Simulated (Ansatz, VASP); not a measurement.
# Two plane-wave programs on IrO

```xyz
2
Lattice="1.7815 1.0285 2.0247 -1.7815 1.0285 2.0247 0.0000 -2.0571 2.0247" Properties=species:S:1:pos:R:3 pbc="T T T"
Ir    0.0000    0.0000    0.0000
O     0.0000    0.0000    3.0370
```

Alike in both runs: functional PBE; k mesh 6 × 6 × 6; occupations gaussian, width 0.1 eV; collinear spin.

Ansatz relaxed the structure, and its values are those at the end. VASP's run is a single point on that final structure, the one shown.

|  | VASP | Ansatz |
| --- | --- | --- |
| version | VASP 6.6.1 | Ansatz 0.2.0 |
| potentials or method | VASP PAW PBE potentials, release 64 (Ir, O), cutoff 520 eV | scalar-relativistic, plane waves, PAW |
| valence electrons in the cell | 15 | 23 |

```tsv
	VASP	Ansatz	Ansatz less VASP
gap on the k mesh at the Fermi level (eV)	none	none	-
pressure (GPa)	0.4	0.0	-0.44
net moment per atom (μB)	0.00	0.00	0.000
```

A gap of «none» marks a metal or a gap that the smearing closes. With one functional, cell and mesh, what is left measures potentials, basis and numerics. VASP's potentials hold 15 valence electrons a cell and Ansatz's 23, so a difference there can come from the potentials and not from the codes. Ansatz's warnings: seeded moment not kept.

The k mesh is coarse, so the values compare programs but aren't converged. Neither program's run includes spin-orbit coupling.
